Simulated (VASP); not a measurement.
The system is GaN.

```
CELL_PARAMETERS angstrom
0.00000 2.23838 2.23838
2.23838 0.00000 2.23838
2.23838 2.23838 0.00000
ATOMIC_POSITIONS crystal
Ga 0.00000 0.00000 0.00000
N 0.25000 0.25000 0.25000
```

Program: VASP 6.6.1. Alike in all runs: task single point; potentials or basis VASP PAW PBE potentials, release 64 (Ga_d, N_h); no spin polarisation; cell as given; k mesh 10 × 10 × 10; smearing fermi-dirac 0.05 eV.

Order these runs on this cell by their pressure, lowest first.
A. level r2SCAN+D4; cutoff (eV) 1460
B. level BLYP+D3(BJ); cutoff (eV) 1330
C. level BLYP+D4; cutoff (eV) 1330
D. level BLYP; cutoff (eV) 1330

A (2.0 GPa), C (4.4 GPa), B (7.9 GPa), D (16.4 GPa).

Caveats: the PAW data sets were made with another functional, which shifts forces and pressure a little; the cell stands under pressure (at least some runs).
